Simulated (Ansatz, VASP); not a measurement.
RbAsO3: VASP beside Ansatz

```
Rb As O
1.0
     3.81742    0.00000    0.00000
     0.00000    3.81742    0.00000
     0.00000    0.00000    3.81742
Rb As O
1 1 3
Direct
  0.00000 0.00000 0.00000
  0.50000 0.50000 0.50000
  0.50000 0.50000 0.00000
  0.50000 0.00000 0.50000
  0.00000 0.50000 0.50000
```

Alike in both runs: task single point; functional LDA; k mesh 4 × 4 × 4; occupations fermi-dirac, width 0.1 eV; no spin polarisation.

|  | VASP | Ansatz |
| --- | --- | --- |
| version | VASP 6.6.1 | Ansatz 0.2.0 |
| potentials or method | VASP PAW LDA potentials, release 64 (Rb_sv, As, O) | plane waves, PAW |
| plane-wave cutoff (eV) | 520 | 420 |
| valence electrons in the cell | 32 | 42 |

|  | VASP | Ansatz | Ansatz less VASP |
| --- | --- | --- | --- |
| pressure (GPa) | 1.0 | 0.0 | -1.02 |

LDA's correlation is that of Perdew and Zunger in VASP and of Perdew and Wang (1992) in Ansatz. VASP's potentials hold 32 valence electrons a cell and Ansatz's 42, so a difference there can come from the potentials and not from the codes.

The k mesh is coarse, so the values compare programs but aren't converged.
